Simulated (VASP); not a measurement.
Write the native input for VASP 6.6.1 that does the following.

```yaml
Task: single point
Functional: PBE
Potentials_or_basis: VASP PAW PBE potentials, release 64 (Nb_sv, Si, O)
Cutoff: 520 eV
k_mesh: 6 × 6 × 4
Occupations: gaussian, width 0.1 eV
Spin: no spin polarisation
Dipole_correction: no
Further_INCAR_settings: ALGO = Normal; EDIFF = 1e-06; NBANDS = 30
```

The structure of NbSiO4 lies in POSCAR:

```
NbSiO4
1.0
    3.5329351100      0.0000000000      0.0000000000
    0.0000000000      3.5329351100      0.0000000000
    0.0000000000      0.0000000000      5.0997052700
Nb Si O
1 1 4
Direct
    0.0000000000      0.0000000000      0.5000000000
    0.5000000000      0.5000000000      0.0000000000
    0.5000000000      0.0000000000      0.2657380100
    0.5000000000      0.0000000000      0.7342619900
    0.0000000000      0.5000000000      0.7342619900
    0.0000000000      0.5000000000      0.2657380100
```

The cell was generated, and may not be a known phase.

One way to write it, as run:

INCAR

```
PREC = Accurate ; ENCUT = 520
EDIFF = 1E-6 ; ISMEAR = 0
SIGMA = 0.1 ; LREAL = False
LASPH = True ; NELM = 60
ALGO = Normal ; ISIF = 2
LWAVE = False ; LCHARG = False
GGA = PE ; NBANDS = 30
```

KPOINTS

```
Automatic mesh
0
Gamma
  6 6 4
```

Potentials or basis: VASP PAW PBE potentials, release 64 (Nb_sv, Si, O).

The run is started by

```sh
$ cat potpaw_PBE.64/Nb_sv/POTCAR potpaw_PBE.64/Si/POTCAR potpaw_PBE.64/O/POTCAR > POTCAR
$ mpirun -np 1 vasp_std > vasp.out
```

Results of the run:

| Quantity | Value |
| --- | --- |
| Pressure | -14.7 GPa |
| Largest force | 1.582 eV/Å |
| Band gap on the k mesh | zero (an odd number of electrons rules out a gap without spin polarisation) |

Caveat: the cell stands under tension; an odd number of electrons without spin polarisation forces a metal; a magnetic or distorted state may lie lower.

Wall time 32 s on 1 thread of AMD EPYC 9R45 96-Core Processor (Zen 5), with other jobs on the host, peak memory 0.18 GiB.
